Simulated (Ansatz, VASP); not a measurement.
**Two plane-wave programs on Be2TeI**

```
CELL_PARAMETERS angstrom
3.85494 0.00000 0.00000
-1.92747 3.33848 0.00000
0.00000 0.00000 6.51308
ATOMIC_POSITIONS crystal
Be 0.66667 0.33333 0.21091
Be 0.66667 0.33333 0.78909
Te 0.00000 0.00000 0.00000
I 0.33333 0.66667 0.50000
```

Alike in both runs: functional PBE; k mesh 6 × 6 × 4; occupations gaussian, width 0.1 eV; no spin polarisation.

Ansatz relaxed the structure, and its values are those at the end. VASP's run is a single point on that final structure, the one shown.

|  | VASP | Ansatz |
| --- | --- | --- |
| version | VASP 6.6.1 | Ansatz 0.2.0 |
| potentials or method | VASP PAW PBE potentials, release 64 (Be, Te, I), cutoff 520 eV | scalar-relativistic, plane waves, PAW |
| valence electrons in the cell | 17 | 37 |

```csv
,VASP,Ansatz,Ansatz less VASP
gap on the k mesh at the Fermi level (eV),none,none,-
pressure (GPa),-0.1,-0.2,-0.04
rms of the force components (eV/Å),0.003,0.000,-0.0032
```

A gap of «none» marks a metal or a gap that the smearing closes. VASP's potentials hold 17 valence electrons a cell and Ansatz's 37, so a difference there can come from the potentials and not from the codes.

Neither program's run includes spin-orbit coupling.
